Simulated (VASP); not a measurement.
# Ti (Fm-3m) in VASP: single point with LDA

Aim: the single point of Ti with LDA.

Everything below comes from runs of VASP 6.6.1. Logs are shortened: lines on timing, memory, paths and dates and some standing lists are left out, and cuts for length are marked.

### Step 1. The cell of the first run

The structure is cubic, space group Fm-3m (No. 225). Conventional cell: a = 4.001 Å, b = 4.001 Å, c = 4.001 Å, α = 90.00°, β = 90.00°, γ = 90.00°. Ti (site symmetry m-3m) has 12 Ti at 2.83 Å within 3.7 Å.

### Step 2. Single point, LDA

INCAR

```
PREC = Accurate
ENCUT = 520
EDIFF = 1E-6
ISMEAR = 0
SIGMA = 0.1
LREAL = False
LASPH = True
NELM = 100
ALGO = Fast
ISIF = 2
LWAVE = False
LCHARG = False
GGA = CA
NBANDS = 12
```

KPOINTS

```
Automatic mesh
0
Gamma
  18 18 18
```

POSCAR

```
Ti
1.0
    0.0000000000      2.0005327140      2.0005327140
    2.0005327140      0.0000000000      2.0005327140
    2.0005327140      2.0005327140      0.0000000000
Ti
1
Direct
    0.0000000000      0.0000000000      0.0000000000
```

Potentials or basis: VASP PAW LDA potentials, release 64 (Ti_sv).

Launch:

```sh
cat potpaw_LDA.64/Ti_sv/POTCAR > POTCAR
mpirun -np 1 vasp_std > vasp.out
```

OUTCAR:

```text
PREC = Accurate
   ENCUT = 520
   EDIFF = 1E-6
   ISMEAR = 0
   LREAL = False
   LASPH = True
   NELM = 100
   ISIF = 2
   GGA = CA

 ion  position               nearest neighbor table
   1  0.000  0.000  0.000-

  LATTYP: Found a face centered cubic cell.
 ALAT       =     4.0010654280

  Lattice vectors:

 A1 = (   0.0000000000,   2.0005327140,   2.0005327140)
 A2 = (   2.0005327140,   0.0000000000,   2.0005327140)
 A3 = (   2.0005327140,   2.0005327140,   0.0000000000)

Analysis of symmetry for initial positions (statically):
=====================================================================
 Subroutine PRICEL returns:
 Original cell was already a primitive cell.

 Routine SETGRP: Setting up the symmetry group for a
 face centered cubic supercell.

 Subroutine GETGRP returns: Found 48 space group operations
 (whereof 48 operations were pure point group operations)
 out of a pool of 48 trial point group operations.

The static configuration has the point symmetry O_h .

Analysis of symmetry for dynamics (positions and initial velocities):
=====================================================================
 Subroutine PRICEL returns:
 Original cell was already a primitive cell.

 Routine SETGRP: Setting up the symmetry group for a
 face centered cubic supercell.

 Subroutine GETGRP returns: Found 48 space group operations
 (whereof 48 operations were pure point group operations)
 out of a pool of 48 trial point group operations.

The dynamic configuration has the point symmetry O_h .

 Subroutine INISYM returns: Found 48 space group operations
 (whereof 48 operations are pure point group operations),
 and found     1 'primitive' translations

----------------------------------------------------------------------------------------

                                     Primitive cell

  volume of cell :      16.0128

  direct lattice vectors                    reciprocal lattice vectors
     0.000000000  2.000532714  2.000532714    -0.249933428  0.249933428  0.249933428
     2.000532714  0.000000000  2.000532714     0.249933428 -0.249933428  0.249933428
     2.000532714  2.000532714  0.000000000     0.249933428  0.249933428 -0.249933428

  length of vectors
     2.829180496  2.829180496  2.829180496     0.432897397  0.432897397  0.432897397

  position of ions in fractional coordinates (direct lattice)
     0.000000000  0.000000000  0.000000000

  ion indices of the primitive-cell ions
   primitive index   ion index
                 1           1

----------------------------------------------------------------------------------------

 KPOINTS: Automatic mesh

Automatic generation of k-mesh.
 Grid dimensions read from file:
 generate k-points for:   18   18   18

 Generating k-lattice:

  Cartesian coordinates                     Fractional coordinates (reciprocal lattice)
    -0.013885190  0.013885190  0.013885190     0.055555556  0.000000000  0.000000000
     0.013885190 -0.013885190  0.013885190     0.000000000  0.055555556  0.000000000
     0.013885190  0.013885190 -0.013885190     0.000000000  0.000000000  0.055555556

  Length of vectors
     0.024049855  0.024049855  0.024049855

  Shift w.r.t. Gamma in fractional coordinates (k-lattice)
     0.000000000  0.000000000  0.000000000

 Subroutine IBZKPT returns following result:
 ===========================================

 Found    195 irreducible k-points:

 Following reciprocal coordinates:
            Coordinates               Weight
  0.000000  0.000000  0.000000      1.000000
  0.055556  0.000000  0.000000      8.000000
  0.111111  0.000000  0.000000      8.000000
  0.166667  0.000000  0.000000      8.000000
  0.222222  0.000000  0.000000      8.000000
  0.277778  0.000000  0.000000      8.000000
[... 16 lines left out ...]
 -0.277778  0.055556  0.000000     24.000000
 -0.222222  0.055556  0.000000     24.000000
 [... further k-points ...]
   k-points           NKPTS =    195   k-points in BZ     NKDIM =    195   number of bands    NBANDS=     12
   number of dos      NEDOS =    301   number of ions     NIONS =      1
   total plane-waves  NPLWV =  13824
   dimension x,y,z NGX =    24 NGY =   24 NGZ =   24
   dimension x,y,z NGXF=    48 NGYF=   48 NGZF=   48
   ions per type =               1
   NGX,Y,Z   is equivalent  to a cutoff of  14.10, 14.10, 14.10 a.u.
   NGXF,Y,Z  is equivalent  to a cutoff of  28.21, 28.21, 28.21 a.u.
 SYSTEM =  unknown system
   PREC   = accura    normal or accurate (medium, high low for compatibility)
   ISTART =      0    job   : 0-new  1-cont  2-samecut
   ICHARG =      2    charge: 1-file 2-atom 10-const
   ISPIN  =      1    spin polarized calculation?
   LNONCOLLINEAR =      F non collinear calculations
   LSORBIT =      F    spin-orbit coupling
   LASPH  =      T    aspherical Exc in radial PAW
   ENCUT  =  520.0 eV  38.22 Ry    6.18 a.u.   5.26  5.26  5.26*2*pi/ulx,y,z
   NELM   =    100;   NELMIN=  2; NELMDL= -5     # of ELM steps
   EDIFF  = 0.1E-05   stopping-criterion for ELM
   LREAL  =      F    real-space projection
   EDIFFG = 0.1E-04   stopping-criterion for IOM
   NSW    =      0    number of steps for IOM
   IBRION =     -1    ionic relax: 0-MD 1-quasi-New 2-CG
   NFREE  =      0    steps in history (QN), initial steepest desc. (CG)
   ISIF   =      2    stress and relaxation
   ISYM   =      2    0-nonsym 1-usesym 2-fastsym
   POTIM  = 0.5000    time-step for ionic-motion
   TEBEG  =    0.0;   TEEND  =   0.0 temperature during run
   PSTRESS=    0.0 pullay stress
   NELECT =      12.0000    total number of electrons
   NUPDOWN=      -1.0000    fix difference up-down
   EMIN   =  10.00;   EMAX   =-10.00  energy-range for DOS
   EFERMI =   0.00;   METHOD = LEGACY
   ISMEAR =     0;   SIGMA  =   0.10  broadening in eV -4-tet -1-fermi 0-gaus
   EFERMI_NEDOS =   21; number of points for ismear=-14 and -15
   IALGO  =     68    algorithm
   IMIX   =      4    mixing-type and parameters
     AMIX     =   0.40;   BMIX     =  1.00
     AMIX_MAG =   1.60;   BMIX_MAG =  1.00
  volume/ion in A,a.u.               =      16.01       108.06
  Fermi-wavevector in a.u.,A,eV,Ry     =   1.487007  2.810035 30.085052  2.211189
  Thomas-Fermi vector in A             =   2.600222
   LORBIT       =      0    0 simple, 1 ext, 2 COOP (PROOUT), +10 PAW based schemes
   GGA     = CA    functional components
   LHFCALC =     F    Hartree Fock is set to
   AEXX    =    0.0000 exact exchange contribution
   IVDW    =     0    specifies the selected vdW correction
   LEPSILON=     F    determine dielectric tensor
   LRPA    =     F    only Hartree local field effects (RPA)
 non-spin polarized calculation
 RMM-DIIS sequential band-by-band and
 Gauss-broadening in eV      SIGMA  =   0.10
  energy-cutoff  :      520.00
  volume of cell :       16.01
 maximum number of plane-waves:       444
 NGX is ok and might be reduce to    24
   NGX = 11   NGY = 11   NGZ = 11

 number of electron      11.9999999 magnetization

 Free energy of the ion-electron system (eV)
  ---------------------------------------------------
  ext. energy  EPLUGINS =         0.00000000
  ---------------------------------------------------
  free energy    TOTEN  =        -8.50349673 eV

  energy without entropy =       -8.49559437  energy(sigma->0) =       -8.49954555

 E-fermi :   8.8805     XC(G=0): -12.1784

 val. band max:        8.8734179493   @ k =   0.5000   0.3333   0.1667
 cond. band min:       8.8827971441   @ k =   0.2778   0.0000   0.0000
 fundamental gap:      0.0093791948
 Fermi energy:         8.8805227551

 k-point     1 :       0.0000    0.0000    0.0000
  band No.  band energies     occupation
      1     -47.0170      2.00000
      2     -23.1347      2.00000
      3     -23.1347      2.00000
      4     -23.1347      2.00000
      5       2.6805      2.00000
      6       9.7665      0.00000
      7       9.7665      0.00000
      8       9.7665      0.00000
      9      11.5636      0.00000
     10      11.5636      0.00000
     11      24.6715      0.00000
     12      29.4677      0.00000

 k-point     2 :       0.0556    0.0000    0.0000
  band No.  band energies     occupation
      1     -47.0117      2.00000
      2     -23.1630      2.00000
      3     -23.1382      2.00000
      4     -23.1382      2.00000
      5       2.7890      2.00000
      6       9.6977      0.00000
      7       9.8073      0.00000
      8       9.8073      0.00000
      9      11.5362      0.00000
     10      11.5362      0.00000
     11      24.7802      0.00000
     12      28.6414      0.00000

 k-point     3 :       0.1111    0.0000    0.0000
  band No.  band energies     occupation
      1     -46.9963      2.00000
      2     -23.2439      2.00000
      3     -23.1481      2.00000
      4     -23.1481      2.00000
      5       3.1060      2.00000
      6       9.5113      0.00000
      7       9.9132      0.00000
      8       9.9132      0.00000
      9      11.4750      0.00000
     10      11.4750      0.00000
     11      25.0146      0.00000
     12      27.1290      0.00000
[... 286 lines left out ...]
 k-point    23 :      -0.2778    0.0556    0.0000
  band No.  band energies     occupation
      1     -46.8992      2.00000
      2     -23.7191      2.00000
      3     -23.2379      2.00000
      4     -23.1989      2.00000
      5       5.2032      2.00000
      6       8.8176      1.62634
      7       9.8953      0.00000
      8      10.0120      0.00000
      9      11.6595      0.00000
     10      12.2143      0.00000
     11      21.5386      0.00000
     12      25.1583      0.00000

 k-point    24 :      -0.2222    0.0556    0.0000
  band No.  band energies     occupation
      1     -46.9298      2.00000
      2     -23.5697      2.00000
      3     -23.2176      2.00000
      4     -23.1789      2.00000
      5       4.5424      2.00000
      6       8.9039      0.74142
      7      10.0162      0.00000
      8      10.1237      0.00000
      9      11.3489      0.00000
     10      11.8944      0.00000
     11      23.0540      0.00000
     12      25.5490      0.00000

 [... further k-points ...]
[... 5 lines left out ...]
  --------------------------------------------------------------------------------------
  -------------------------------------------------------------------------------------
  Total       -0.0502364     -0.0502364     -0.0502364      0.0000000     -0.0000000     -0.0000000
  in kB       -5.0264542     -5.0264542     -5.0264542      0.0000000     -0.0000000     -0.0000000
  external PRESSURE =      -5.0264542 kB  Pullay stress =       0.0000000 kB

 VOLUME and BASIS-vectors are now :
 -----------------------------------------------------------------------------
  energy-cutoff  :      520.00
  volume of cell :       16.01
      direct lattice vectors                 reciprocal lattice vectors
     0.000000000  2.000532714  2.000532714    -0.249933428  0.249933428  0.249933428
     2.000532714  0.000000000  2.000532714     0.249933428 -0.249933428  0.249933428
     2.000532714  2.000532714  0.000000000     0.249933428  0.249933428 -0.249933428

 POSITION                                       TOTAL-FORCE (eV/Angst)
 -----------------------------------------------------------------------------------
      0.00000      0.00000      0.00000        -0.000000     -0.000000     -0.000000
 -----------------------------------------------------------------------------------
    total drift:                               -0.000000     -0.000000      0.000000

  FREE ENERGIE OF THE ION-ELECTRON SYSTEM (eV)
  ---------------------------------------------------
  free  energy   TOTEN  =        -8.5034967256 eV

  energy  without entropy=       -8.4955943713  energy(sigma->0) =       -8.49954555
```

Run time: 2.4 min. Hardware: 1 thread of Intel Xeon 6975P-C, shared host; peak memory 0.12 GiB.

Results:

- Free energy: -8.5035 eV
- Pressure: -0.5 GPa
- Band gap on the k mesh: zero (band 6 reaches 9.77 eV, above the bottom of band 7 at 8.37 eV)

Levels at points of the mesh, in eV from the Fermi level:
| k point | band 2 | band 3 | band 4 | band 5 | band 6 | band 7 | band 8 | band 9 | band 10 | band 11 |
| --- | --- | --- | --- | --- | --- | --- | --- | --- | --- | --- |
| (0.00, 0.00, 0.00) | -32.02 | -32.02 | -32.02 | -6.20 | 0.89 | 0.89 | 0.89 | 2.68 | 2.68 | 15.79 |
| (0.50, 0.00, 0.00) | -32.91 | -32.13 | -32.13 | -2.78 | 0.74 | 0.74 | 0.96 | 3.91 | 3.91 | 9.06 |
| (0.50, 0.50, 0.00) | -32.85 | -32.33 | -32.33 | -2.88 | -1.97 | 3.31 | 3.89 | 4.24 | 4.24 | 12.55 |
